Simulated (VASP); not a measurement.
# Mg in VASP: further runs

The runs below take Mg through single point, with PBE.

Program: VASP 6.6.1. These are calculated values, not measurements. Logs are shortened: lines on timing, memory, paths and dates and some standing lists are left out, and cuts for length are marked.

### Step 1. The cell of the first run

The cell holds a wire with vacuum, 2 atoms: a = 9.000 Å, b = 9.300 Å, c = 5.756 Å, α = 90.00°, β = 90.00°, γ = 90.00°.

### Step 2. Single point, PBE, collinear spin, ferromagnetic start

File INCAR:

```
ALGO = Normal ; EDIFF = 1E-7
ENCUT = 520 ; GGA = PE
ISIF = 2 ; ISMEAR = 0
ISPIN = 2 ; LASPH = True
LCHARG = True ; LELF = True
LORBIT = 11 ; LREAL = False
LVHAR = True ; LWAVE = False
MAGMOM = 0.5 0.5 ; NBANDS = 13
NELM = 150 ; PREC = Accurate
SIGMA = 0.05
```

File KPOINTS:

```
k-points
0
Gamma
  1 1 11
```

File POSCAR:

```
Mg
1.0
    9.0000000000      0.0000000000      0.0000000000
    0.0000000000      9.3000000000      0.0000000000
    0.0000000000      0.0000000000      5.7558123474
Mg
2
Direct
    0.5000000000      0.5000000000      0.0000000000
    0.5000000000      0.5000000000      0.4650000000
```

Potentials or basis: VASP PAW PBE potentials, release 64 (Mg).

On the command line:

```bash
cat potpaw_PBE.64/Mg/POTCAR > POTCAR
mpirun -np 1 vasp_std > vasp.out
```

OUTCAR:

```text
EDIFF = 1E-7
   ENCUT = 520
   GGA = PE
   ISIF = 2
   ISMEAR = 0
   ISPIN = 2
   LASPH = True
   LORBIT = 11
   LREAL = False
   NELM = 150
   PREC = Accurate

 ion  position               nearest neighbor table
   1  0.500  0.500  0.000-   2 2.68   2 3.08
   2  0.500  0.500  0.465-   1 2.68   1 3.08

  LATTYP: Found a simple orthorhombic cell.
 ALAT       =     5.7558123474
 B/A-ratio  =     1.5636367999
 C/A-ratio  =     1.6157580266

  Lattice vectors:

 A1 = (   0.0000000000,   0.0000000000,   5.7558123474)
 A2 = (   9.0000000000,   0.0000000000,   0.0000000000)
 A3 = (   0.0000000000,   9.3000000000,   0.0000000000)

Analysis of symmetry for initial positions (statically):
=====================================================================
 Subroutine PRICEL returns:
 Original cell was already a primitive cell.

 Routine SETGRP: Setting up the symmetry group for a
 simple orthorhombic supercell.

 Subroutine GETGRP returns: Found  8 space group operations
 (whereof  4 operations were pure point group operations)
 out of a pool of  8 trial point group operations.

The static configuration has the point symmetry C_2v.
 The point group associated with its full space group is D_2h.

Analysis of symmetry for dynamics (positions and initial velocities):
=====================================================================
 Subroutine PRICEL returns:
 Original cell was already a primitive cell.

 Routine SETGRP: Setting up the symmetry group for a
 simple orthorhombic supercell.

 Subroutine GETGRP returns: Found  8 space group operations
 (whereof  4 operations were pure point group operations)
 out of a pool of  8 trial point group operations.

The dynamic configuration has the point symmetry C_2v.
 The point group associated with its full space group is D_2h.

Analysis of structural, dynamic, and magnetic symmetry:
=====================================================================
 Subroutine PRICEL returns:
 Original cell was already a primitive cell.

 Routine SETGRP: Setting up the symmetry group for a
 simple orthorhombic supercell.

 Subroutine GETGRP returns: Found  8 space group operations
 (whereof  4 operations were pure point group operations)
 out of a pool of  8 trial point group operations.

The overall configuration has the point symmetry C_2v.
 The point group associated with its full space group is D_2h.

 Subroutine INISYM returns: Found  8 space group operations
 (whereof  4 operations are pure point group operations),
 and found     1 'primitive' translations

----------------------------------------------------------------------------------------

                                     Primitive cell

  volume of cell :     481.7615

  direct lattice vectors                    reciprocal lattice vectors
     9.000000000  0.000000000  0.000000000     0.111111111  0.000000000  0.000000000
     0.000000000  9.300000000  0.000000000     0.000000000  0.107526882  0.000000000
     0.000000000  0.000000000  5.755812347     0.000000000  0.000000000  0.173737422

  length of vectors
     9.000000000  9.300000000  5.755812347     0.111111111  0.107526882  0.173737422

  position of ions in fractional coordinates (direct lattice)
     0.500000000  0.500000000  0.000000000
     0.500000000  0.500000000  0.465000000

  ion indices of the primitive-cell ions
   primitive index   ion index
                 1           1
                 2           2

----------------------------------------------------------------------------------------

 KPOINTS: k-points

Automatic generation of k-mesh.
 Grid dimensions read from file:
 generate k-points for:    1    1   11

 Generating k-lattice:

  Cartesian coordinates                     Fractional coordinates (reciprocal lattice)
     0.111111111  0.000000000  0.000000000     1.000000000  0.000000000  0.000000000
     0.000000000  0.107526882  0.000000000     0.000000000  1.000000000  0.000000000
     0.000000000  0.000000000  0.015794311     0.000000000  0.000000000  0.090909091

  Length of vectors
     0.111111111  0.107526882  0.015794311

  Shift w.r.t. Gamma in fractional coordinates (k-lattice)
     0.000000000  0.000000000  0.000000000

 Subroutine IBZKPT returns following result:
 ===========================================

 Found      6 irreducible k-points:

 Following reciprocal coordinates:
            Coordinates               Weight
  0.000000  0.000000  0.000000      1.000000
  0.000000  0.000000  0.090909      2.000000
  0.000000  0.000000  0.181818      2.000000
  0.000000  0.000000  0.272727      2.000000
  0.000000  0.000000  0.363636      2.000000
  0.000000  0.000000  0.454545      2.000000
   k-points           NKPTS =      6   k-points in BZ     NKDIM =      6   number of bands    NBANDS=     13
   number of dos      NEDOS =    301   number of ions     NIONS =      2
   total plane-waves  NPLWV = 235200
   dimension x,y,z NGX =    70 NGY =   70 NGZ =   48
   dimension x,y,z NGXF=   140 NGYF=  140 NGZF=   96
   ions per type =               2
   NGX,Y,Z   is equivalent  to a cutoff of  12.93, 12.51, 13.86 a.u.
   NGXF,Y,Z  is equivalent  to a cutoff of  25.86, 25.03, 27.73 a.u.
 SYSTEM =  unknown system
   PREC   = accura    normal or accurate (medium, high low for compatibility)
   ISTART =      0    job   : 0-new  1-cont  2-samecut
   ICHARG =      2    charge: 1-file 2-atom 10-const
   ISPIN  =      2    spin polarized calculation?
   LNONCOLLINEAR =      F non collinear calculations
   LSORBIT =      F    spin-orbit coupling
   LASPH  =      T    aspherical Exc in radial PAW
   ENCUT  =  520.0 eV  38.22 Ry    6.18 a.u.  16.73 17.29 10.70*2*pi/ulx,y,z
   NELM   =    150;   NELMIN=  2; NELMDL= -5     # of ELM steps
   EDIFF  = 0.1E-06   stopping-criterion for ELM
   LREAL  =      F    real-space projection
   EDIFFG = 0.1E-05   stopping-criterion for IOM
   NSW    =      0    number of steps for IOM
   IBRION =     -1    ionic relax: 0-MD 1-quasi-New 2-CG
   NFREE  =      0    steps in history (QN), initial steepest desc. (CG)
   ISIF   =      2    stress and relaxation
   ISYM   =      2    0-nonsym 1-usesym 2-fastsym
   POTIM  = 0.5000    time-step for ionic-motion
   TEBEG  =    0.0;   TEEND  =   0.0 temperature during run
   PSTRESS=    0.0 pullay stress
   NELECT =       4.0000    total number of electrons
   NUPDOWN=      -1.0000    fix difference up-down
   EMIN   =  10.00;   EMAX   =-10.00  energy-range for DOS
   EFERMI =   0.00;   METHOD = LEGACY
   ISMEAR =     0;   SIGMA  =   0.05  broadening in eV -4-tet -1-fermi 0-gaus
   EFERMI_NEDOS =   21; number of points for ismear=-14 and -15
   IALGO  =     38    algorithm
   IMIX   =      4    mixing-type and parameters
     AMIX     =   0.40;   BMIX     =  1.00
     AMIX_MAG =   1.60;   BMIX_MAG =  1.00
  volume/ion in A,a.u.               =     240.88      1625.54
  Fermi-wavevector in a.u.,A,eV,Ry     =   0.331500  0.626445  1.495179  0.109893
  Thomas-Fermi vector in A             =   1.227710
   LORBIT       =     11    0 simple, 1 ext, 2 COOP (PROOUT), +10 PAW based schemes
   GGA     = PE    functional components
   LHFCALC =     F    Hartree Fock is set to
   AEXX    =    0.0000 exact exchange contribution
   IVDW    =     0    specifies the selected vdW correction
   LEPSILON=     F    determine dielectric tensor
   LRPA    =     F    only Hartree local field effects (RPA)
 spin polarized calculation
 Gauss-broadening in eV      SIGMA  =   0.05
  energy-cutoff  :      520.00
  volume of cell :      481.76
 maximum number of plane-waves:     12998
 NGX is ok and might be reduce to    70
   NGX = 33   NGY = 35   NGZ = 21

 number of electron       4.0000000 magnetization       0.1796171

 Free energy of the ion-electron system (eV)
  ---------------------------------------------------
  ext. energy  EPLUGINS =         0.00000000
  ---------------------------------------------------
  free energy    TOTEN  =        -0.31823708 eV

  energy without entropy =       -0.31287688  energy(sigma->0) =       -0.31555698

 E-fermi :  -1.8094     XC(G=0):  -2.2055

 val. band max:       -1.8343049348   @ k =   0.0000   0.0000   0.0000
 cond. band min:      -1.7990450811   @ k =   0.0000   0.0000   0.0909
 fundamental gap:      0.0352598537
 Fermi energy:        -1.8094243276

 spin component 1

 k-point     1 :       0.0000    0.0000    0.0000
  band No.  band energies     occupation
      1      -5.7657      1.00000
      2      -1.8343      0.75920
      3      -1.7980      0.37334
      4      -1.7576      0.07143
      5      -0.7383      0.00000
      6      -0.1549      0.00000
      7       0.6738      0.00000
      8       1.6341      0.00000
      9       2.0239      0.00000
     10       2.1165      0.00000
     11       2.3731      0.00000
     12       2.4270      0.00000
     13       2.4519      0.00000

 k-point     2 :       0.0000    0.0000    0.0909
  band No.  band energies     occupation
      1      -5.7295      1.00000
      2      -2.1725      1.00000
      3      -1.7990      0.38454
      4      -1.7224      0.00690
      5      -0.3157      0.00000
      6      -0.1092      0.00000
      7       0.7113      0.00000
      8       1.6714      0.00000
      9       1.7559      0.00000
     10       1.8324      0.00000
     11       2.0882      0.00000
     12       2.1769      0.00000
     13       2.4632      0.00000
[... 33 lines left out ...]
 k-point     5 :       0.0000    0.0000    0.3636
  band No.  band energies     occupation
      1      -5.2101      1.00000
      2      -3.8602      1.00000
      3      -1.2802      0.00000
      4      -1.2032      0.00000
      5      -0.0290      0.00000
      6       0.0447      0.00000
      7       0.4279      0.00000
      8       1.2727      0.00000
      9       1.5243      0.00000
     10       2.2292      0.00000
     11       2.4554      0.00000
     12       2.5121      0.00000
     13       2.6350      0.00000

 k-point     6 :       0.0000    0.0000    0.4545
  band No.  band energies     occupation
      1      -4.9652      1.00000
      2      -4.2437      1.00000
      3      -1.0082      0.00000
      4      -0.9297      0.00000
      5      -0.4439      0.00000
      6      -0.3715      0.00000
      7       0.7526      0.00000
      8       1.1481      0.00000
      9       1.6080      0.00000
     10       2.0253      0.00000
     11       2.5558      0.00000
     12       2.9672      0.00000
     13       2.9966      0.00000
 Fermi energy:        -1.8094243276

 spin component 2

 k-point     1 :       0.0000    0.0000    0.0000
  band No.  band energies     occupation
      1      -5.6854      1.00000
      2      -1.7211      0.00625
      3      -1.7194      0.00542
      4      -1.6684      0.00003
      5      -0.6595      0.00000
      6      -0.0638      0.00000
      7       0.7560      0.00000
      8       1.7332      0.00000
      9       2.1254      0.00000
     10       2.2395      0.00000
     11       2.4795      0.00000
     12       2.5221      0.00000
     13       2.5341      0.00000

 k-point     2 :       0.0000    0.0000    0.0909
  band No.  band energies     occupation
      1      -5.6492      1.00000
      2      -2.0950      1.00000
      3      -1.6841      0.00020
      4      -1.6330      0.00000
      5      -0.2372      0.00000
      6      -0.0187      0.00000
      7       0.7935      0.00000
      8       1.7705      0.00000
      9       1.8698      0.00000
     10       1.9147      0.00000
     11       2.1914      0.00000
     12       2.3005      0.00000
     13       2.5583      0.00000
[... 33 lines left out ...]
 k-point     5 :       0.0000    0.0000    0.3636
  band No.  band energies     occupation
      1      -5.1286      1.00000
      2      -3.7830      1.00000
      3      -1.1648      0.00000
      4      -1.1122      0.00000
      5       0.0816      0.00000
      6       0.1311      0.00000
      7       0.5187      0.00000
      8       1.3550      0.00000
      9       1.6087      0.00000
     10       2.3289      0.00000
     11       2.5420      0.00000
     12       2.5923      0.00000
     13       2.7349      0.00000

 k-point     6 :       0.0000    0.0000    0.4545
  band No.  band energies     occupation
      1      -4.8820      1.00000
      2      -4.1682      1.00000
      3      -0.8910      0.00000
      4      -0.8356      0.00000
      5      -0.3350      0.00000
      6      -0.2882      0.00000
      7       0.8439      0.00000
      8       1.2359      0.00000
      9       1.6911      0.00000
     10       2.1065      0.00000
     11       2.6572      0.00000
     12       3.0676      0.00000
     13       3.0925      0.00000

------------------------ aborting loop because EDIFF is reached ----------------------------------------

  FORCE on cell =-STRESS in cart. coord.  units (eV):
  Direction    XX          YY          ZZ          XY          YZ          ZX
  --------------------------------------------------------------------------------------
  -------------------------------------------------------------------------------------
  Total       -0.0954966     -0.0063115      2.8942013      0.0000000      0.0000000      0.0000000
  in kB       -0.3175897     -0.0209900      9.6251439      0.0000000      0.0000000      0.0000000
  external PRESSURE =       3.0955214 kB  Pullay stress =       0.0000000 kB

 VOLUME and BASIS-vectors are now :
 -----------------------------------------------------------------------------
  energy-cutoff  :      520.00
  volume of cell :      481.76
      direct lattice vectors                 reciprocal lattice vectors
     9.000000000  0.000000000  0.000000000     0.111111111  0.000000000  0.000000000
     0.000000000  9.300000000  0.000000000     0.000000000  0.107526882  0.000000000
     0.000000000  0.000000000  5.755812347     0.000000000  0.000000000  0.173737422

 POSITION                                       TOTAL-FORCE (eV/Angst)
 -----------------------------------------------------------------------------------
      4.50000      4.65000      0.00000         0.000000      0.000000     -1.231541
      4.50000      4.65000      2.67645         0.000000      0.000000      1.231541
 -----------------------------------------------------------------------------------
    total drift:                                0.000000      0.000000      0.000002

  FREE ENERGIE OF THE ION-ELECTRON SYSTEM (eV)
  ---------------------------------------------------
  free  energy   TOTEN  =        -0.3182370778 eV

  energy  without entropy=       -0.3128768839  energy(sigma->0) =       -0.31555698

 total charge

# of ion       s       p       d       tot
------------------------------------------
    1        0.291   0.075   0.002   0.367
    2        0.291   0.075   0.002   0.367
--------------------------------------------------
tot          0.581   0.149   0.003   0.734

 magnetization (x)

# of ion       s       p       d       tot
------------------------------------------
    1       -0.001   0.007  -0.000   0.006
    2       -0.001   0.007  -0.000   0.006
--------------------------------------------------
tot         -0.003   0.014  -0.000   0.012
```

It took 94 s on 1 thread of Intel Xeon 6975P-C (Granite Rapids), shared host; peak memory 0.65 GiB.

Results:

```yaml
Free_energy: -0.3182 eV
Largest_force: 1.232 eV/Å
Net_moment: 0.18 μB per cell
Valence_electrons_inside_the_program's_atomic_spheres: Mg 0.37
```

Forces in eV/Å, atoms in the order of the input:
```
Mg   0.000  0.000 -1.232
Mg   0.000  0.000  1.232
```

### Step 3. Single point, PBE, collinear spin, ferromagnetic start

This run uses another cell than the first one, of 257.55 Å³/atom, 1.069 times its volume.

File INCAR:

```
SYSTEM = Mg
ALGO     = Normal         ! electronic algorithm
EDIFF    = 1E-6           ! SCF threshold, eV
ENCUT    = 520            ! plane-wave cutoff, eV
GGA      = PE             ! functional
ISIF     = 2              ! what is computed and relaxed
ISMEAR   = 0              ! smearing method
ISPIN    = 2              ! spin polarisation
LASPH    = .TRUE.         ! aspherical terms in the spheres
LCHARG   = .TRUE.         ! write CHGCAR
LELF     = .TRUE.         ! ELF
LORBIT   = 11             ! projections on sites
LREAL    = .FALSE.        ! projectors in reciprocal space
LVHAR    = .TRUE.       
LWAVE    = .FALSE.        ! write WAVECAR
MAGMOM   = 0.5 0.5        ! initial moments
NBANDS   = 13             ! bands
NELM     = 150            ! most SCF steps
PREC     = Accurate       ! precision mode
SIGMA    = 0.05           ! smearing width, eV
```

File KPOINTS:

```
k-points
0
G
  1 1 11
  0 0 0
```

File POSCAR:

```
Mg
1.0
    9.0000000000      0.0000000000      0.0000000000
    0.0000000000      9.3000000000      0.0000000000
    0.0000000000      0.0000000000      6.1540993520
Mg
2
Direct
    0.5000000000      0.5000000000     -0.0175095047
    0.5000000000      0.5000000000      0.4825095047
```

Potentials or basis: VASP PAW PBE potentials, release 64 (Mg).

On the command line:

```bash
cat potpaw_PBE.64/Mg/POTCAR > POTCAR
mpirun -np 1 vasp_std > vasp.out
```

Wall time 78 s (1 thread of Intel Xeon 6975P-C (Granite Rapids), shared host); peak memory 0.66 GiB.

The run converged. Its results:

```yaml
Free_energy: -0.5226 eV
Band_gap_on_the_k_mesh: 0.24 eV
Net_moment: 0.00 μB per cell
Valence_electrons_inside_the_program's_atomic_spheres: Mg 0.34
```

Levels at points of the mesh, in eV from the valence-band top:
Spin up:
```tsv
k point	band 1	band 2	band 3	band 4	band 5	band 6	band 7
(0.00, 0.00, 0.00)	-3.62	0.00	0.24	0.26	0.56	1.73	2.55
```
Spin down:
| k point | band 1 | band 2 | band 3 | band 4 | band 5 | band 6 |
| --- | --- | --- | --- | --- | --- | --- |
| (0.00, 0.00, 0.00) | -3.62 | 0.00 | 0.24 | 0.26 | 0.56 | 1.73 |

### Step 4. Single point, PBE, collinear spin, ferromagnetic start

This run uses another cell than the first one, of 294.76 Å³/atom, 1.224 times its volume.

File INCAR:

```
SYSTEM = Mg
  PREC = Accurate
  ENCUT = 520
  EDIFF = 1E-7
  ISMEAR = 0
  SIGMA = 0.05
  LREAL = .False.
  LASPH = .True.
  NELM = 150
  ALGO = Normal
  ISIF = 2
  LWAVE = .False.
  LCHARG = .True.
  ISPIN = 2
  MAGMOM = 0.5 0.5
  LORBIT = 11
  GGA = PE
  LELF = .True.
  LVHAR = .True.
  NBANDS = 13
```

File KPOINTS:

```
Automatic mesh
0
Gamma
  1 1 13
  0 0 0
```

File POSCAR:

```
Mg
1.0
   10.3000000000      0.0000000000      0.0000000000
    0.0000000000      9.3000000000      0.0000000000
    0.0000000000      0.0000000000      6.1543415439
Mg
2
Direct
    0.5000848654      0.5000000000      0.0000000000
    0.4999151346      0.5000000000      0.5000000000
```

On the command line:

```bash
cat potpaw_PBE.64/Mg/POTCAR > POTCAR
mpirun -np 1 vasp_std > vasp.out
```

It took 2 min on 1 thread of Intel Xeon 6975P-C (Granite Rapids), shared host; peak memory 0.74 GiB.

Results (log left out):

| Property | Result |
| --- | --- |
| Free energy | -0.5161 eV |
| Band gap on the k mesh | 0.20 eV |
| Net moment | 0.00 μB per cell |
| Valence electrons inside the program's atomic spheres | Mg 0.34 |

Levels at points of the mesh, in eV from the valence-band top:
Spin up:
```
           k point  band 1  band 2  band 3  band 4  band 5  band 6  band 7
(0.00, 0.00, 0.00)   -3.62    0.00    0.20    0.24    0.56    1.77    2.53
```
Spin down:
| k point | band 1 | band 2 | band 3 | band 4 | band 5 | band 6 |
| --- | --- | --- | --- | --- | --- | --- |
| (0.00, 0.00, 0.00) | -3.62 | 0.00 | 0.20 | 0.24 | 0.56 | 1.77 |

### Step 5. Summary

| cell | k mesh | gap on the mesh (eV) | moment (μB) |
| --- | --- | --- | --- |
| a = 9.000, b = 9.300, c = 5.756 Å, 2 atoms | 1 × 1 × 11 | none | 0.18 |
| a = 9.000, b = 9.300, c = 6.154 Å, 2 atoms | 1 × 1 × 11 | 0.24 | 0.00 |
| a = 10.300, b = 9.300, c = 6.154 Å, 2 atoms | 1 × 1 × 13 | 0.20 | 0.00 |

Alike in all rows: task single point; level PBE; potentials or basis VASP PAW PBE potentials, release 64 (Mg); spin collinear, ferromagnetic start; cutoff (eV) 520; smearing gaussian 0.05 eV.

Absolute energies hang on the potentials; compare differences alone.
